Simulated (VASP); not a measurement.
# Zn (Fmmm) in VASP: single point with PBE

Aim: the single point of Zn with PBE.

All numbers are computed with VASP 6.6.1; they aren't measurements. Logs are shortened: lines on timing, memory, paths and dates and some standing lists are left out, and cuts for length are marked.

## 1. The cell of the first run

It takes space group Fmmm (No. 69, orthorhombic). Conventional cell: a = 3.824 Å, b = 3.863 Å, c = 8.884 Å, α = 90.00°, β = 90.00°, γ = 90.00°. Zn (site symmetry mm2) has 9 Zn at 2.50 to 2.74 Å within 3.3 Å.

## 2. Single point, PBE

INCAR reads:

```
SYSTEM = Zn
ALGO = Normal
EDIFF = 1E-7
ENCUT = 520
GGA = PE
ISIF = 2
ISMEAR = 0
LASPH = .True.
LCHARG = .False.
LREAL = .False.
LWAVE = .False.
NBANDS = 19
NELM = 100
PREC = Accurate
SIGMA = 0.1
```

KPOINTS reads:

```
k-points
0
Gamma
  6 6 6
  0 0 0
```

POSCAR reads:

```
Zn
1.0
    0.0000000000      4.4420841971      1.9119048319
    1.9317239424      0.0000000000      1.9119048319
    1.9317239424      4.4420841971      0.0000000000
Zn
2
Direct
    0.1406346065      0.8593653935      0.1406346065
    0.8593653935      0.1406346065      0.8593653935
```

Potentials or basis: VASP PAW PBE potentials, release 64 (Zn).

Launch:

```sh
$ cat potpaw_PBE.64/Zn/POTCAR > POTCAR
$ mpirun -np 1 vasp_std > vasp.out
```

OUTCAR:

```text
SYSTEM = Zn
   EDIFF = 1E-7
   ENCUT = 520
   GGA = PE
   ISIF = 2
   ISMEAR = 0
   LASPH = .True.
   LREAL = .False.
   NELM = 100
   PREC = Accurate

 ion  position               nearest neighbor table
   1  0.141  0.859  0.141-   2 2.50   2 2.73   2 2.73   2 2.74   2 2.74
   2  0.859  0.141  0.859-   1 2.50   1 2.73   1 2.73   1 2.74   1 2.74

  LATTYP: Found a face centered orthorhombic cell.
 ALAT       =     3.8238096638
 B/A-ratio  =     1.0103661595
 C/A-ratio  =     2.3233814377

  Lattice vectors:

 A1 = (   1.9317239424,   4.4420841971,   0.0000000000)
 A2 = (   0.0000000000,   4.4420841971,   1.9119048319)
 A3 = (   1.9317239424,   0.0000000000,   1.9119048319)

Analysis of symmetry for initial positions (statically):
=====================================================================
 Subroutine PRICEL returns:
 Original cell was already a primitive cell.

 Routine SETGRP: Setting up the symmetry group for a
 face centered orthorhombic supercell.

 Subroutine GETGRP returns: Found  8 space group operations
 (whereof  8 operations were pure point group operations)
 out of a pool of  8 trial point group operations.

The static configuration has the point symmetry D_2h.

Analysis of symmetry for dynamics (positions and initial velocities):
=====================================================================
 Subroutine PRICEL returns:
 Original cell was already a primitive cell.

 Routine SETGRP: Setting up the symmetry group for a
 face centered orthorhombic supercell.

 Subroutine GETGRP returns: Found  8 space group operations
 (whereof  8 operations were pure point group operations)
 out of a pool of  8 trial point group operations.

The dynamic configuration has the point symmetry D_2h.

 Subroutine INISYM returns: Found  8 space group operations
 (whereof  8 operations are pure point group operations),
 and found     1 'primitive' translations

----------------------------------------------------------------------------------------

                                     Primitive cell

  volume of cell :      32.8117

  direct lattice vectors                    reciprocal lattice vectors
     0.000000000  4.442084197  1.911904832    -0.258836156  0.112559776  0.261519293
     1.931723942  0.000000000  1.911904832     0.258836156 -0.112559776  0.261519293
     1.931723942  4.442084197  0.000000000     0.258836156  0.112559776 -0.261519293

  length of vectors
     4.836061631  2.717892102  4.843931193     0.384783315  0.384783315  0.384783315
[... 79 lines left out ...]
   ENCUT  =  520.0 eV  38.22 Ry    6.18 a.u.   8.99  5.05  9.01*2*pi/ulx,y,z
   NELM   =    100;   NELMIN=  2; NELMDL= -5     # of ELM steps
   EDIFF  = 0.1E-06   stopping-criterion for ELM
   LREAL  =      F    real-space projection
   EDIFFG = 0.1E-05   stopping-criterion for IOM
   NSW    =      0    number of steps for IOM
   IBRION =     -1    ionic relax: 0-MD 1-quasi-New 2-CG
   NFREE  =      0    steps in history (QN), initial steepest desc. (CG)
   ISIF   =      2    stress and relaxation
   ISYM   =      2    0-nonsym 1-usesym 2-fastsym
   POTIM  = 0.5000    time-step for ionic-motion
   TEBEG  =    0.0;   TEEND  =   0.0 temperature during run
   PSTRESS=    0.0 pullay stress
   NELECT =      24.0000    total number of electrons
   NUPDOWN=      -1.0000    fix difference up-down
   EMIN   =  10.00;   EMAX   =-10.00  energy-range for DOS
   EFERMI =   0.00;   METHOD = LEGACY
   ISMEAR =     0;   SIGMA  =   0.10  broadening in eV -4-tet -1-fermi 0-gaus
   EFERMI_NEDOS =   21; number of points for ismear=-14 and -15
   IALGO  =     38    algorithm
   IMIX   =      4    mixing-type and parameters
     AMIX     =   0.40;   BMIX     =  1.00
     AMIX_MAG =   1.60;   BMIX_MAG =  1.00
  volume/ion in A,a.u.               =      16.41       110.71
  Fermi-wavevector in a.u.,A,eV,Ry     =   1.475036  2.787413 29.602609  2.175730
  Thomas-Fermi vector in A             =   2.589734
   LORBIT       =      0    0 simple, 1 ext, 2 COOP (PROOUT), +10 PAW based schemes
   GGA     = PE    functional components
   LHFCALC =     F    Hartree Fock is set to
   AEXX    =    0.0000 exact exchange contribution
   IVDW    =     0    specifies the selected vdW correction
   LEPSILON=     F    determine dielectric tensor
   LRPA    =     F    only Hartree local field effects (RPA)
 non-spin polarized calculation
 Gauss-broadening in eV      SIGMA  =   0.10
  energy-cutoff  :      520.00
  volume of cell :       32.81
 maximum number of plane-waves:       898
   NGX = 17   NGY = 11   NGZ = 17

 number of electron      24.0000015 magnetization

 Free energy of the ion-electron system (eV)
  ---------------------------------------------------
  ext. energy  EPLUGINS =         0.00000000
  ---------------------------------------------------
  free energy    TOTEN  =        -2.01698840 eV

  energy without entropy =       -2.01266923  energy(sigma->0) =       -2.01482882

 E-fermi :   2.6031     XC(G=0): -11.0996

 val. band max:        2.6026142143   @ k =  -0.1667   0.5000   0.3333
 cond. band min:       2.6446516809   @ k =  -0.1667   0.1667   0.1667
 fundamental gap:      0.0420374666
 Fermi energy:         2.6031299276

 k-point     1 :       0.0000    0.0000    0.0000
  band No.  band energies     occupation
      1      -7.3866      2.00000
      2      -5.6092      2.00000
      3      -5.5380      2.00000
      4      -5.3609      2.00000
      5      -5.2486      2.00000
      6      -4.8272      2.00000
[... 505 lines left out ...]
      6      -4.8832      2.00000
[... 11 lines left out ...]
     18      12.8203      0.00000
     19      17.8914      0.00000

 [... further k-points ...]

------------------------ aborting loop because EDIFF is reached ----------------------------------------

  FORCE on cell =-STRESS in cart. coord.  units (eV):
  Direction    XX          YY          ZZ          XY          YZ          ZX
  --------------------------------------------------------------------------------------
  -------------------------------------------------------------------------------------
  Total        0.0427344      0.1547570      0.1102285      0.0000000      0.0000000      0.0000000
  in kB        2.0867005      7.5567118      5.3824040      0.0000000      0.0000000      0.0000000
  external PRESSURE =       5.0086054 kB  Pullay stress =       0.0000000 kB

 VOLUME and BASIS-vectors are now :
 -----------------------------------------------------------------------------
  energy-cutoff  :      520.00
  volume of cell :       32.81
      direct lattice vectors                 reciprocal lattice vectors
     0.000000000  4.442084197  1.911904832    -0.258836156  0.112559776  0.261519293
     1.931723942  0.000000000  1.911904832     0.258836156 -0.112559776  0.261519293
     1.931723942  4.442084197  0.000000000     0.258836156  0.112559776 -0.261519293

 POSITION                                       TOTAL-FORCE (eV/Angst)
 -----------------------------------------------------------------------------------
      1.93172      1.24942      1.91190         0.000000     -0.029766      0.000000
      1.93172      7.63475      1.91190         0.000000      0.029766      0.000000
 -----------------------------------------------------------------------------------
    total drift:                               -0.000000      0.000000      0.000000

  FREE ENERGIE OF THE ION-ELECTRON SYSTEM (eV)
  ---------------------------------------------------
  free  energy   TOTEN  =        -2.0169884014 eV

  energy  without entropy=       -2.0126692307  energy(sigma->0) =       -2.01482882
```

OSZICAR:

```text
N       E                     dE             d eps       ncg     rms          rms(c)
DAV:   1     0.113955882641E+03    0.11396E+03   -0.12104E+04  1764   0.193E+03
DAV:   2     0.305275311892E+01   -0.11090E+03   -0.10690E+03  1762   0.294E+02
DAV:   3    -0.218511664735E+01   -0.52379E+01   -0.52194E+01  1940   0.704E+01
DAV:   4    -0.221811243673E+01   -0.32996E-01   -0.32989E-01  1915   0.589E+00
DAV:   5    -0.221815922028E+01   -0.46784E-04   -0.46783E-04  1914   0.198E-01    0.353E+00
DAV:   6    -0.202982997431E+01    0.18833E+00   -0.76721E-01  1994   0.178E+01    0.268E+00
DAV:   7    -0.202119214389E+01    0.86378E-02   -0.27410E-02  2001   0.269E+00    0.139E+00
DAV:   8    -0.201698686716E+01    0.42053E-02   -0.23987E-03  2129   0.579E-01    0.495E-02
DAV:   9    -0.201698306866E+01    0.37985E-05   -0.22826E-04  2222   0.181E-01    0.376E-02
DAV:  10    -0.201698823150E+01   -0.51628E-05   -0.22838E-05  1900   0.442E-02    0.646E-03
DAV:  11    -0.201698842740E+01   -0.19590E-06   -0.13980E-06  1991   0.111E-02    0.636E-04
DAV:  12    -0.201698840136E+01    0.26039E-07   -0.75580E-08  1218   0.351E-03
   1 F= -.20169884E+01 E0= -.20148288E+01  d E =-.431917E-02
```

Run time: 14 s. Hardware: 1 thread of AMD EPYC 9R45 (Zen 5), shared host; peak memory 0.14 GiB.

What came out:

```yaml
Free_energy: -2.0170 eV
Pressure: 0.5 GPa
Largest_force: 0.030 eV/Å
Band_gap_on_the_k_mesh: zero (bands 12 and 13 overlap by 4.07 eV)
```

Forces on the atoms (eV/Å):
```
Zn   0.000 -0.030  0.000
Zn   0.000  0.030  0.000
```

Caveat: the k points lie up to 0.40 Å⁻¹ apart, too coarse for converged energies and pressures of a metal.
